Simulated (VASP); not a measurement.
RbCl: electric field gradients with PBE

Crystal: RbCl.

```
CELL_PARAMETERS angstrom
0.00000 3.21850 3.21850
3.21850 0.00000 3.21850
3.21850 3.21850 0.00000
ATOMIC_POSITIONS crystal
Rb 0.00000 0.00000 0.00000
Cl 0.50000 0.50000 0.50000
```

This cell differs from its parent crystal: volume scaled by 0.95.

```
Program                : VASP 6.6.1
Task                   : electric field gradients
Functional             : PBE
Potentials or basis    : VASP PAW PBE potentials, release 64 (Rb_sv, Cl)
Cutoff                 : 400 eV
k mesh                 : 7 × 7 × 7
Occupations            : fermi-dirac, width 0.02 eV
Spin                   : no spin polarisation
Dipole correction      : no
Further INCAR settings : ALGO = Normal; EDIFF = 1e-08; NBANDS = 15
```

```yaml
Pressure: 2.3 GPa
Band_gap_on_the_k_mesh: 5.22 eV, direct
```

Levels at points of the mesh, in eV from the valence-band top:
```
           k point  band 5  band 6  band 7  band 8  band 9  band 10  band 11  band 12
(0.00, 0.00, 0.00)   -7.82    0.00    0.00    0.00    5.22     8.03     8.03     8.03
```

It took 24 s on 1 thread of Intel Xeon 8259CL (shared host), peak memory 0.17 GiB.

Caveat: without QUAD_EFG the Cq values of the log hold for a quadrupole moment of 1 mb, not for the nuclei. A k mesh can miss the band edges.
